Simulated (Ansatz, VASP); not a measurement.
**Two plane-wave programs on CdTeS4**

```
CELL_PARAMETERS angstrom
3.97810 0.00000 0.00000
-1.98905 3.44514 0.00000
0.00000 0.00000 11.50580
ATOMIC_POSITIONS crystal
Cd 0.00000 0.00000 0.50000
Te 0.66667 0.33333 0.00000
S 0.66667 0.33333 0.60342
S 0.00000 0.00000 0.85799
S 0.00000 0.00000 0.14201
S 0.66667 0.33333 0.39658
```

Change from the starting cell: species swapped into the NbWSe4 type (P-6m2, No. 187).

Alike in both runs: functional PBE; k mesh 6 × 6 × 2; occupations gaussian, width 0.1 eV; no spin polarisation.

Ansatz relaxed the structure, and its values are those at the end. VASP's run is a single point on that final structure, the one shown.

|  | VASP | Ansatz |
| --- | --- | --- |
| version | VASP 6.6.1 | Ansatz 0.2.0 |
| potentials or method | VASP PAW PBE potentials, release 64 (Cd, Te, S), cutoff 520 eV | scalar-relativistic, plane waves, PAW |
| valence electrons in the cell | 42 | 60 |

Ansatz gave:

- pressure (GPa): 0.0
- rms of the force components (eV/Å): 0.002

Which values does VASP return?

Pressure (GPa): 0.0; rms of the force components (eV/Å): 0.008.

The functional is the same, so the differences come from potentials, cutoffs and numerics. VASP's potentials hold 42 valence electrons a cell and Ansatz's 60, so a difference there can come from the potentials and not from the codes.

Neither program's run includes spin-orbit coupling.
